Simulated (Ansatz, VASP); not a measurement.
Two plane-wave programs on ZrC

```
CELL_PARAMETERS angstrom
0.00000 2.33333 2.33333
2.33333 0.00000 2.33333
2.33333 2.33333 0.00000
ATOMIC_POSITIONS crystal
Zr 0.00000 0.00000 0.00000
C 0.50000 0.50000 0.50000
```

Alike in both runs: functional PBEsol; k mesh 8 × 8 × 8; occupations gaussian, width 0.1 eV; no spin polarisation.

Ansatz relaxed the structure, and its values are those at the end. VASP's run is a single point on that final structure, the one shown.

|  | VASP | Ansatz |
| --- | --- | --- |
| version | VASP 6.6.1 | Ansatz 0.2.0 |
| potentials or method | VASP PAW PBE potentials, release 64 (Zr_sv, C), cutoff 520 eV | scalar-relativistic, plane waves, PAW |
| valence electrons in the cell | 16 | 16 |

```csv
,VASP,Ansatz,Ansatz less VASP
gap on the k mesh at the Fermi level (eV),none,none,-
pressure (GPa),0.7,0.3,-0.38
```

VASP's potentials were made for PBE, not for PBEsol. A gap of «none» marks a metal or a gap that the smearing closes.
